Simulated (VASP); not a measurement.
Here is a VASP 6.6.1 calculation.

INCAR

```
SYSTEM = SiNi
PREC     = Accurate       ! precision mode
ENCUT    = 520            ! plane-wave cutoff, eV
EDIFF    = 1E-6           ! SCF threshold, eV
ISMEAR   = -1             ! smearing method
SIGMA    = 0.08           ! smearing width, eV
LREAL    = .FALSE.        ! projectors in reciprocal space
LASPH    = .TRUE.         ! aspherical terms in the spheres
NELM     = 80             ! most SCF steps
ALGO     = Normal         ! electronic algorithm
ISIF     = 2              ! what is computed and relaxed
LWAVE    = .FALSE.        ! write WAVECAR
LCHARG   = .FALSE.        ! write CHGCAR
GGA      = CA             ! functional
NBANDS   = 14             ! bands
```

The input KPOINTS:

```
regular mesh
0
G
  16 16 16
  0 0 0
```

Contents of POSCAR:

```
SiNi
1.0
    0.0000000000      1.9019528413      1.9019528413
    1.9019528413      0.0000000000      1.9019528413
    1.9019528413      1.9019528413      0.0000000000
Ni Si
1 1
Direct
    0.0000000000      0.0000000000      0.0000000000
    0.5000000000      0.5000000000      0.5000000000
```

Potentials or basis: VASP PAW LDA potentials, release 64 (Ni, Si).

Command:

```console
$ cat potpaw_LDA.64/Ni/POTCAR potpaw_LDA.64/Si/POTCAR > POTCAR
$ mpirun -np 1 vasp_std > vasp.out
```

Task: Estimate the band gap on the k mesh.

Result: Zero (band 7 reaches 29.04 eV, above the bottom of band 8 at 18.93 eV).

Task: Predict the pressure.

Result: 367.5 GPa.

 Spin polarisation is off, so any magnetic state and its effect on volume and gap are missing.
